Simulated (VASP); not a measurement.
# Rb (Fd-3m) in VASP: a series of runs

The runs below take Rb through relaxation of cell and atoms, with LDA.

Everything below comes from runs of VASP 6.6.1. Logs are shortened: lines on timing, memory, paths and dates and some standing lists are left out, and cuts for length are marked.

**1. The cell of the first run**

Symmetry: Fd-3m, No. 227, cubic system. Conventional cell: a = 6.504 Å, b = 6.504 Å, c = 6.504 Å, α = 90.00°, β = 90.00°, γ = 90.00°. Within 3.7 Å of Rb (site symmetry -43m) lie 4 Rb at 2.82 Å.

This isn't the form of Rb at room conditions, which is bcc.

**2. Relaxation of cell and atoms, LDA, target pressure 11 GPa, at which the enthalpy is minimised**

Contents of INCAR:

```
PREC = Accurate ; ENCUT = 600
EDIFF = 1E-6 ; ISMEAR = -1
SIGMA = 0.1 ; LREAL = F
LASPH = T ; NELM = 100
ALGO = Normal ; ISIF = 3
LWAVE = F ; LCHARG = F
GGA = CA ; IBRION = 2
NSW = 60 ; EDIFFG = -0.005
PSTRESS = 110.0
```

Contents of KPOINTS:

```
regular mesh
0
Gamma
  10 10 10
```

Contents of POSCAR:

```
Rb
1.0
    0.0000000000      3.2517585623      3.2517585623
    3.2517585623      0.0000000000      3.2517585623
    3.2517585623      3.2517585623      0.0000000000
Rb
2
Direct
   -0.1250000000     -0.1250000000     -0.1250000000
    0.1250000000      0.1250000000      0.1250000000
```

Potentials or basis: VASP PAW LDA potentials, release 64 (Rb_sv).

Started as:

```bash
cat potpaw_LDA.64/Rb_sv/POTCAR > POTCAR
mpirun -np 1 vasp_std > vasp.out
```

OUTCAR:

```text
PREC = Accurate
   ENCUT = 600
   EDIFF = 1E-6
   ISMEAR = -1
   LREAL = F
   LASPH = T
   NELM = 100
   ISIF = 3
   GGA = CA
   IBRION = 2
   NSW = 60
   EDIFFG = -0.005
   PSTRESS = 110.0

 ion  position               nearest neighbor table
   1  0.875  0.875  0.875-   2 2.82   2 2.82   2 2.82   2 2.82   2 5.39   2 5.39   2 5.39   2 5.39
                             2 5.39   2 5.39   2 5.39   2 5.39   2 5.39   2 5.39   2 5.39   2 5.39
   2  0.125  0.125  0.125-   1 2.82   1 2.82   1 2.82   1 2.82   1 5.39   1 5.39   1 5.39   1 5.39
                             1 5.39   1 5.39   1 5.39   1 5.39   1 5.39   1 5.39   1 5.39   1 5.39

 -----------------------------------------------------------------------------
|                                                                             |
|           W    W    AA    RRRRR   N    N  II  N    N   GGGG   !!!           |
|           W    W   A  A   R    R  NN   N  II  NN   N  G    G  !!!           |
|           W    W  A    A  R    R  N N  N  II  N N  N  G       !!!           |
|           W WW W  AAAAAA  RRRRR   N  N N  II  N  N N  G  GGG   !            |
|           WW  WW  A    A  R   R   N   NN  II  N   NN  G    G                |
|           W    W  A    A  R    R  N    N  II  N    N   GGGG   !!!           |
|                                                                             |
|     The distance between some ions is very small. Please check the          |
|     nearest-neighbor list in the OUTCAR file.                               |
|     I HOPE YOU KNOW WHAT YOU ARE DOING!                                     |
|                                                                             |
 -----------------------------------------------------------------------------

  LATTYP: Found a face centered cubic cell.
 ALAT       =     6.5035171246

  Lattice vectors:

 A1 = (   0.0000000000,   3.2517585623,   3.2517585623)
 A2 = (   3.2517585623,   0.0000000000,   3.2517585623)
 A3 = (   3.2517585623,   3.2517585623,   0.0000000000)

Analysis of symmetry for initial positions (statically):
=====================================================================
 Subroutine PRICEL returns:
 Original cell was already a primitive cell.

 Routine SETGRP: Setting up the symmetry group for a
 face centered cubic supercell.

 Subroutine GETGRP returns: Found 48 space group operations
 (whereof 12 operations were pure point group operations)
 out of a pool of 48 trial point group operations.

The static configuration has the point symmetry D_3d.
 The point group associated with its full space group is O_h .

Analysis of symmetry for dynamics (positions and initial velocities):
=====================================================================
 Subroutine PRICEL returns:
 Original cell was already a primitive cell.

 Routine SETGRP: Setting up the symmetry group for a
 face centered cubic supercell.

 Subroutine GETGRP returns: Found 48 space group operations
 (whereof 12 operations were pure point group operations)
 out of a pool of 48 trial point group operations.

The dynamic configuration has the point symmetry D_3d.
 The point group associated with its full space group is O_h .

 Subroutine INISYM returns: Found 48 space group operations
 (whereof 12 operations are pure point group operations),
 and found     1 'primitive' translations

----------------------------------------------------------------------------------------

                                     Primitive cell

  volume of cell :      68.7678

  direct lattice vectors                    reciprocal lattice vectors
     0.000000000  3.251758562  3.251758562    -0.153762953  0.153762953  0.153762953
     3.251758562  0.000000000  3.251758562     0.153762953 -0.153762953  0.153762953
     3.251758562  3.251758562  0.000000000     0.153762953  0.153762953 -0.153762953

  length of vectors
     4.598681060  4.598681060  4.598681060     0.266325247  0.266325247  0.266325247

  position of ions in fractional coordinates (direct lattice)
     0.875000000  0.875000000  0.875000000
     0.125000000  0.125000000  0.125000000

  ion indices of the primitive-cell ions
   primitive index   ion index
                 1           1
                 2           2

----------------------------------------------------------------------------------------

 KPOINTS: regular mesh

Automatic generation of k-mesh.
 Grid dimensions read from file:
 generate k-points for:   10   10   10

 Generating k-lattice:

  Cartesian coordinates                     Fractional coordinates (reciprocal lattice)
    -0.015376295  0.015376295  0.015376295     0.100000000  0.000000000  0.000000000
     0.015376295 -0.015376295  0.015376295     0.000000000  0.100000000  0.000000000
     0.015376295  0.015376295 -0.015376295     0.000000000  0.000000000  0.100000000

  Length of vectors
     0.026632525  0.026632525  0.026632525

  Shift w.r.t. Gamma in fractional coordinates (k-lattice)
     0.000000000  0.000000000  0.000000000

 Subroutine IBZKPT returns following result:
 ===========================================

 Found     47 irreducible k-points:

 Following reciprocal coordinates:
            Coordinates               Weight
  0.000000  0.000000  0.000000      1.000000
  0.100000  0.000000  0.000000      8.000000
  0.200000  0.000000  0.000000      8.000000
  0.300000  0.000000  0.000000      8.000000
  0.400000  0.000000  0.000000      8.000000
  0.500000  0.000000  0.000000      4.000000
[... 16 lines left out ...]
  0.300000  0.300000  0.000000      6.000000
  0.400000  0.300000  0.000000     24.000000
 [... further k-points ...]
   k-points           NKPTS =     47   k-points in BZ     NKDIM =     47   number of bands    NBANDS=     13
   number of dos      NEDOS =    301   number of ions     NIONS =      2
   total plane-waves  NPLWV =  64000
   dimension x,y,z NGX =    40 NGY =   40 NGZ =   40
   dimension x,y,z NGXF=    80 NGYF=   80 NGZF=   80
   ions per type =               2
   NGX,Y,Z   is equivalent  to a cutoff of  14.46, 14.46, 14.46 a.u.
   NGXF,Y,Z  is equivalent  to a cutoff of  28.92, 28.92, 28.92 a.u.
 SYSTEM =  unknown system
   PREC   = accura    normal or accurate (medium, high low for compatibility)
   ISTART =      0    job   : 0-new  1-cont  2-samecut
   ICHARG =      2    charge: 1-file 2-atom 10-const
   ISPIN  =      1    spin polarized calculation?
   LNONCOLLINEAR =      F non collinear calculations
   LSORBIT =      F    spin-orbit coupling
   LASPH  =      T    aspherical Exc in radial PAW
   ENCUT  =  600.0 eV  44.10 Ry    6.64 a.u.   9.18  9.18  9.18*2*pi/ulx,y,z
   NELM   =    100;   NELMIN=  2; NELMDL= -5     # of ELM steps
   EDIFF  = 0.1E-05   stopping-criterion for ELM
   LREAL  =      F    real-space projection
   EDIFFG = -.5E-02   stopping-criterion for IOM
   NSW    =     60    number of steps for IOM
   IBRION =      2    ionic relax: 0-MD 1-quasi-New 2-CG
   NFREE  =      1    steps in history (QN), initial steepest desc. (CG)
   ISIF   =      3    stress and relaxation
   ISYM   =      2    0-nonsym 1-usesym 2-fastsym
   POTIM  = 0.5000    time-step for ionic-motion
   TEBEG  =    0.0;   TEEND  =   0.0 temperature during run
   PSTRESS=  110.0 pullay stress
   NELECT =      18.0000    total number of electrons
   NUPDOWN=      -1.0000    fix difference up-down
   EMIN   =  10.00;   EMAX   =-10.00  energy-range for DOS
   EFERMI =   0.00;   METHOD = LEGACY
   ISMEAR =    -1;   SIGMA  =   0.10  broadening in eV -4-tet -1-fermi 0-gaus
   EFERMI_NEDOS =   21; number of points for ismear=-14 and -15
   IALGO  =     38    algorithm
   IMIX   =      4    mixing-type and parameters
     AMIX     =   0.40;   BMIX     =  1.00
     AMIX_MAG =   1.60;   BMIX_MAG =  1.00
  volume/ion in A,a.u.               =      34.38       232.03
  Fermi-wavevector in a.u.,A,eV,Ry     =   1.047219  1.978956 14.921060  1.096667
  Thomas-Fermi vector in A             =   2.182090
   LORBIT       =      0    0 simple, 1 ext, 2 COOP (PROOUT), +10 PAW based schemes
   GGA     = CA    functional components
   LHFCALC =     F    Hartree Fock is set to
   AEXX    =    0.0000 exact exchange contribution
   IVDW    =     0    specifies the selected vdW correction
   LEPSILON=     F    determine dielectric tensor
   LRPA    =     F    only Hartree local field effects (RPA)
 conjugate gradient relaxation of ions
 non-spin polarized calculation
  energy-cutoff  :      600.00
  volume of cell :       68.77
 maximum number of plane-waves:      2313
 NGX is ok and might be reduce to    40
   NGX = 19   NGY = 19   NGZ = 19

--------------------------------------- Ionic step        1  -------------------------------------------

 number of electron      18.0000000 magnetization

 Free energy of the ion-electron system (eV)
  ---------------------------------------------------
  ext. energy  EPLUGINS =         0.00000000
  ---------------------------------------------------
  free energy    TOTEN  =         0.69176580 eV

  energy without entropy =        0.79148889  energy(sigma->0) =        0.74162735

------------------------ aborting loop because EDIFF is reached ----------------------------------------

  FORCE on cell =-STRESS in cart. coord.  units (eV):
  Direction    XX          YY          ZZ          XY          YZ          ZX
  --------------------------------------------------------------------------------------
  -------------------------------------------------------------------------------------
  Total        5.7942067      5.7942067      5.7942067      0.0000000      0.0000000     -0.0000000
  in kB      134.9956239    134.9956239    134.9956239      0.0000000      0.0000000     -0.0000000
  external PRESSURE =      24.9956239 kB  Pullay stress =     110.0000000 kB
[... 63 lines left out ...]
--------------------------------------- Ionic step        3  -------------------------------------------

 number of electron      18.0000000 magnetization

 Free energy of the ion-electron system (eV)
  ---------------------------------------------------
  ext. energy  EPLUGINS =         0.00000000
  ---------------------------------------------------
  free energy    TOTEN  =         0.39142706 eV

  energy without entropy =        0.48796958  energy(sigma->0) =        0.43969832

 E-fermi :   2.4670     XC(G=0):  -8.5222

 val. band max:        2.4264303490   @ k =   0.5000   0.4000   0.0000
 cond. band min:       2.4682320515   @ k =   0.4000   0.3000   0.0000
 fundamental gap:      0.0418017025
 Fermi energy:         2.4669524650

 k-point     1 :       0.0000    0.0000    0.0000
  band No.  band energies     occupation
      1     -27.4665      2.00000
      2     -26.0822      2.00000
      3     -11.9148      2.00000
      4     -11.9148      2.00000
      5     -11.9148      2.00000
      6     -10.1952      2.00000
      7     -10.1952      2.00000
      8     -10.1952      2.00000
      9       0.1461      2.00000
     10       4.4294      0.00000
     11       4.4294      0.00000
     12       5.9204      0.00000
     13       5.9204      0.00000
[... 354 lines left out ...]
  band No.  band energies     occupation
      1     -27.1084      2.00000
      2     -26.4982      2.00000
      3     -12.4024      2.00000
      4     -12.3697      2.00000
      5     -11.4525      2.00000
      6     -10.6906      2.00000
      7      -9.5967      2.00000
      8      -9.5762      2.00000
      9       2.2396      1.81333
     10       2.4682      0.99360
     11       5.0385      0.00000
     12       5.5773      0.00000
     13       6.2921      0.00000

 [... further k-points ...]

------------------------ aborting loop because EDIFF is reached ----------------------------------------

  FORCE on cell =-STRESS in cart. coord.  units (eV):
  Direction    XX          YY          ZZ          XY          YZ          ZX
  --------------------------------------------------------------------------------------
  -------------------------------------------------------------------------------------
  Total        4.9984801      4.9984801      4.9984801      0.0000000     -0.0000000      0.0000000
  in kB      110.1381658    110.1381658    110.1381658      0.0000000     -0.0000000      0.0000000
  external PRESSURE =       0.1381658 kB  Pullay stress =     110.0000000 kB
[... 21 lines left out ...]
  energy  without entropy=        0.4879695771  energy(sigma->0) =        0.43969832

  enthalpy is  TOTEN    =         5.3836366750 eV   P V=        4.9922096150

 reached required accuracy - stopping structural energy minimisation
```

It took 67 s on 1 thread of Intel Xeon 6975P-C (Granite Rapids), shared host; peak memory 0.21 GiB.

What came out:

| Property | Result |
| --- | --- |
| Free energy | 0.3914 eV |
| Relaxed volume | 36.36 Å³/atom |
| Relaxed cell | a = 4.685 Å, b = 4.685 Å, c = 4.685 Å, α = 60.00°, β = 60.00°, γ = 60.00° |
| Space group after relaxing (to 0.1 Å) | Fd-3m (No. 227) |
| Energy change on relaxing (the run minimises the enthalpy) | -150.2 meV/atom |
| Ionic steps | 3 |
| Pressure after relaxing | 11.0 GPa |
| Band gap on the k mesh | zero (bands 9 and 10 overlap by 0.38 eV) |

The path:
```tsv
step	energy change (eV)	largest force (eV/Å)	pressure (GPa)	volume (Å³)
1	0.0000	0.0000	13.50	68.77
2	-0.4017	0.0000	10.20	74.25
3	-0.3003	0.0000	11.01	72.71
```

Final structure:
```
Rb
1.0
     0.00000    3.31279    3.31279
     3.31279    0.00000    3.31279
     3.31279    3.31279    0.00000
Rb
2
Direct
  0.87500 0.87500 0.87500
  0.12500 0.12500 0.12500
```

Levels at points of the mesh, in eV from the Fermi level:
| k point | band 7 | band 8 | band 9 | band 10 | band 11 | band 12 |
| --- | --- | --- | --- | --- | --- | --- |
| (0.00, 0.00, 0.00) | -12.66 | -12.66 | -2.32 | 1.96 | 1.96 | 3.45 |
| (0.50, 0.00, 0.00) | -12.31 | -12.31 | 0.26 | 0.56 | 1.72 | 1.72 |
| (0.50, 0.50, 0.00) | -11.92 | -11.92 | -0.12 | -0.12 | 3.45 | 3.45 |

Caveat: the cell is relaxed towards a set pressure, so the run minimises the enthalpy, not the energy.

**3. Relaxation of cell and atoms, LDA, target pressure 11 GPa, at which the enthalpy is minimised**

This run uses another cell than the first one, of 36.14 Å³/atom.

Contents of INCAR:

```
SYSTEM = Rb
PREC = Accurate
ENCUT = 600
EDIFF = 1E-7
ISMEAR = -1
SIGMA = 0.1
LREAL = .FALSE.
LASPH = .TRUE.
NELM = 100
ALGO = Normal
ISIF = 3
LWAVE = .FALSE.
LCHARG = .FALSE.
IBRION = 2
NSW = 32
EDIFFG = -0.005
PSTRESS = 110.0
```

Contents of KPOINTS:

```
regular mesh
0
G
  10 10 10
  0 0 0
```

Contents of POSCAR:

```
Rb
1.0
    0.0000000000      3.3060692979      3.3060692979
    3.3060692979      0.0000000000      3.3060692979
    3.3060692979      3.3060692979      0.0000000000
Rb
2
Direct
   -0.1250000000     -0.1250000000     -0.1250000000
    0.1250000000      0.1250000000      0.1250000000
```

Potentials or basis: VASP PAW LDA potentials, release 64 (Rb_sv).

Started as:

```bash
cat potpaw_LDA.64/Rb_sv/POTCAR > POTCAR
mpirun -np 1 vasp_std > vasp.out
```

OUTCAR:

```text
SYSTEM = Rb
   PREC = Accurate
   ENCUT = 600
   EDIFF = 1E-7
   ISMEAR = -1
   LREAL = .FALSE.
   LASPH = .TRUE.
   NELM = 100
   ISIF = 3
   IBRION = 2
   NSW = 32
   EDIFFG = -0.005
   PSTRESS = 110.0

 ion  position               nearest neighbor table
   1  0.875  0.875  0.875-   2 2.86   2 2.86   2 2.86   2 2.86   2 5.48   2 5.48   2 5.48   2 5.48
                             2 5.48   2 5.48   2 5.48   2 5.48   2 5.48   2 5.48   2 5.48   2 5.48
   2  0.125  0.125  0.125-   1 2.86   1 2.86   1 2.86   1 2.86   1 5.48   1 5.48   1 5.48   1 5.48
                             1 5.48   1 5.48   1 5.48   1 5.48   1 5.48   1 5.48   1 5.48   1 5.48

 -----------------------------------------------------------------------------
|                                                                             |
|           W    W    AA    RRRRR   N    N  II  N    N   GGGG   !!!           |
|           W    W   A  A   R    R  NN   N  II  NN   N  G    G  !!!           |
|           W    W  A    A  R    R  N N  N  II  N N  N  G       !!!           |
[... 299 lines left out ...]
      9       0.1459      2.00000
     10       4.4291      0.00000
     11       4.4291      0.00000
     12       5.9200      0.00000
     13       5.9200      0.00000
[... 354 lines left out ...]
  band No.  band energies     occupation
      1     -27.1085      2.00000
      2     -26.4983      2.00000
      3     -12.4024      2.00000
      4     -12.3698      2.00000
      5     -11.4527      2.00000
      6     -10.6909      2.00000
      7      -9.5971      2.00000
      8      -9.5766      2.00000
      9       2.2393      1.81344
     10       2.4681      0.99337
     11       5.0381      0.00000
     12       5.5769      0.00000
     13       6.2917      0.00000

 [... further k-points ...]

------------------------ aborting loop because EDIFF is reached ----------------------------------------

  FORCE on cell =-STRESS in cart. coord.  units (eV):
  Direction    XX          YY          ZZ          XY          YZ          ZX
  --------------------------------------------------------------------------------------
  -------------------------------------------------------------------------------------
  Total        4.9962834      4.9962834      4.9962834      0.0000000      0.0000000     -0.0000000
  in kB      110.0825480    110.0825480    110.0825480      0.0000000      0.0000000     -0.0000000
  external PRESSURE =       0.0825480 kB  Pullay stress =     110.0000000 kB
[... 21 lines left out ...]
  energy  without entropy=        0.4875945137  energy(sigma->0) =        0.43932402

  enthalpy is  TOTEN    =         5.3835903643 eV   P V=        4.9925368386

 reached required accuracy - stopping structural energy minimisation
```

OSZICAR:

```text
N       E                     dE             d eps       ncg     rms          rms(c)
DAV:   1     0.110383883464E+03    0.11038E+03   -0.90054E+03  1222   0.134E+03
DAV:   2     0.750794060948E+01   -0.10288E+03   -0.99867E+02  1634   0.242E+02
DAV:   3     0.603674738149E+00   -0.69043E+01   -0.68421E+01  1897   0.608E+01
[... 22 lines left out ...]
DAV:   2     0.390961113512E+00    0.30264E-03   -0.76922E-04  1719   0.201E-01    0.512E-02
DAV:   3     0.391055818076E+00    0.94705E-04   -0.53552E-04  1957   0.139E-01    0.946E-03
DAV:   4     0.391055052475E+00   -0.76560E-06   -0.18551E-05  1635   0.272E-02    0.506E-03
DAV:   5     0.391053620274E+00   -0.14322E-05   -0.72321E-07  1712   0.825E-03    0.368E-03
DAV:   6     0.391053525625E+00   -0.94649E-07   -0.31238E-08   946   0.118E-03
   3 F= 0.53835904E+01 E0= 0.54318609E+01  d E =-.346339E-03
```

Wall time 50 s (1 thread of Intel Xeon 6975P-C (Granite Rapids), shared host); peak memory 0.21 GiB.

What came out:

```
Free energy                                                : 0.3911 eV
Relaxed volume                                             : 36.36 Å³/atom
Relaxed cell                                               : a = 4.685 Å, b = 4.685 Å, c = 4.685 Å, α = 60.00°, β = 60.00°, γ = 60.00°
Space group after relaxing (to 0.1 Å)                      : Fd-3m (No. 227)
Energy change on relaxing (the run minimises the enthalpy) : -15.5 meV/atom
Ionic steps                                                : 3
Pressure after relaxing                                    : 11.0 GPa
Band gap on the k mesh                                     : zero (bands 9 and 10 overlap by 0.38 eV)
```

The path:
| step | energy change (eV) | largest force (eV/Å) | pressure (GPa) | volume (Å³) |
| --- | --- | --- | --- | --- |
| 1 | 0.0000 | 0.0000 | 11.25 | 72.27 |
| 2 | -0.0409 | 0.0000 | 10.92 | 72.86 |
| 3 | -0.0310 | 0.0000 | 11.01 | 72.72 |

Final structure:
```cif
data_structure
_symmetry_space_group_name_H-M 'P 1'
_symmetry_Int_Tables_number 1
_cell_length_a 4.6851
_cell_length_b 4.6851
_cell_length_c 4.6851
_cell_angle_alpha 60.000
_cell_angle_beta 60.000
_cell_angle_gamma 60.000
_cell_volume 72.72
loop_
_atom_site_label
_atom_site_type_symbol
_atom_site_fract_x
_atom_site_fract_y
_atom_site_fract_z
_atom_site_occupancy
Rb1 Rb 0.87500 0.87500 0.87500 1
Rb2 Rb 0.12500 0.12500 0.12500 1
```

Levels at points of the mesh, in eV from the Fermi level:
| k point | band 7 | band 8 | band 9 | band 10 | band 11 | band 12 |
| --- | --- | --- | --- | --- | --- | --- |
| (0.00, 0.00, 0.00) | -12.66 | -12.66 | -2.32 | 1.96 | 1.96 | 3.45 |
| (0.50, 0.00, 0.00) | -12.31 | -12.31 | 0.26 | 0.56 | 1.72 | 1.72 |
| (0.50, 0.50, 0.00) | -11.92 | -11.92 | -0.12 | -0.12 | 3.45 | 3.45 |

Caveat: the cell is relaxed towards a set pressure, so the run minimises the enthalpy, not the energy.

The gap in the log of VASP goes by the Fermi energy; the results here count the filled bands.